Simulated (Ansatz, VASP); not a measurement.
Two plane-wave programs on ZnS

```xyz
2
Lattice="0.0000 2.2300 2.2300 2.2300 0.0000 2.2300 2.2300 2.2300 0.0000" Properties=species:S:1:pos:R:3 pbc="T T T"
Zn    0.0000    0.0000    0.0000
S     1.1150    1.1150    1.1150
```

Change from the starting cell: volume scaled by 0.55, PAW files.

Alike in both runs: task single point; functional PBE; k mesh 14 × 14 × 14; occupations fermi-dirac, width 0.08 eV; no spin polarisation.

|  | VASP | Ansatz |
| --- | --- | --- |
| version | VASP 6.6.1 | Ansatz 0.2.0 |
| potentials or method | VASP PAW PBE potentials, release 64 (Zn, S) | PAW with Ansatz's default frozen-core files, scalar-relativistic |
| plane-wave cutoff (eV) | 520 | 420 |
| valence electrons in the cell | 18 | 18 |

```tsv
	VASP	Ansatz	Ansatz less VASP
pressure (GPa)	156.4	155.6	-0.76
```

Both programs put the cell under a high pressure, so it lies far from rest at this level.

Noted on VASP's run: the cell as given lies far from equilibrium.
